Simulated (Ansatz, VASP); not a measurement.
**One calculation of C, two programs**

```
C
1.0
     0.05203    2.06918    3.46697
     1.30535   -0.02433    3.50151
     1.24141    2.08664    0.00800
C
2
Direct
  0.18707 0.80825 0.10018
  0.81293 0.19175 0.89982
```

Change from the starting cell: all atoms moved at random, cell strained at random.

Alike in both runs: task single point; functional PBEsol; k mesh 14 × 14 × 14; occupations gaussian, width 0.02 eV; no spin polarisation.

|  | VASP | Ansatz |
| --- | --- | --- |
| version | VASP 6.6.1 | Ansatz 0.2.0 |
| potentials or method | VASP PAW PBE potentials, release 64 (C), cutoff 520 eV | scalar-relativistic, plane waves, PAW |
| valence electrons in the cell | 8 | 8 |

Ansatz gave:

```
gap on the k mesh at the Fermi level (eV)                     : none
pressure (GPa)                                                : 33.7
traceless stress, the component that is largest in VASP (GPa) : 58.21
rms of the force components (eV/Å)                            : 6.184
```

**Question.** What did VASP give for the same quantities?

**Answer.** gap on the k mesh at the Fermi level (eV): none; pressure (GPa): 34.1; traceless stress, the component that is largest in VASP (GPa): 58.88; rms of the force components (eV/Å): 6.206.

VASP's potentials were made for PBE, not for PBEsol. Atom by atom the forces differ by 0.037 eV/Å (rms over components). A gap of «none» marks a metal or a gap that the smearing closes. Both programs put the cell under a high pressure, so it lies far from rest at this level.
